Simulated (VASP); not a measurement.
Al3GaAs4: single point with PBE

The system is Al3GaAs4.

```
CELL_PARAMETERS angstrom
5.73277 0.00000 0.00000
0.00000 5.73277 0.00000
0.00000 0.00000 5.73277
ATOMIC_POSITIONS crystal
Al 0.00000 0.50000 0.50000
Al 0.50000 0.50000 0.00000
Al 0.50000 0.00000 0.50000
Ga 0.00000 0.00000 0.00000
As 0.74912 0.74912 0.25088
As 0.74912 0.25088 0.74912
As 0.25088 0.74912 0.74912
As 0.25088 0.25088 0.25088
```

```yaml
Program: VASP 6.6.1
Task: single point
Functional: PBE
Potentials_or_basis: VASP PAW PBE potentials, release 64 (Al, Ga_d, As)
Cutoff: 520 eV
k_mesh: 6 × 6 × 6
Occupations: gaussian, width 0.02 eV
Spin: no spin polarisation
Dipole_correction: no
k_mesh_for_the_DOS: 9 × 9 × 9
Occupations_for_the_DOS: tetrahedron
Further_INCAR_settings: ALGO = Normal; EDIFF = 1e-07
```

```
Valence electrons inside the program's atomic spheres : Al 0.76; Ga 11.61; As 2.86
```

Levels at points of the mesh, in eV from the valence-band top:
```
           k point  band 17  band 18  band 19  band 20  band 21  band 22  band 23  band 24  band 25  band 26
(0.00, 0.00, 0.00)    -2.18    -2.18     0.00     0.00     0.00     1.16     1.53     1.53     1.53     1.91
```

Wall time 2.8 min on 1 thread of Intel(R) Xeon(R) 6975P-C (Granite Rapids), on a shared host, peak memory 0.4 GiB.
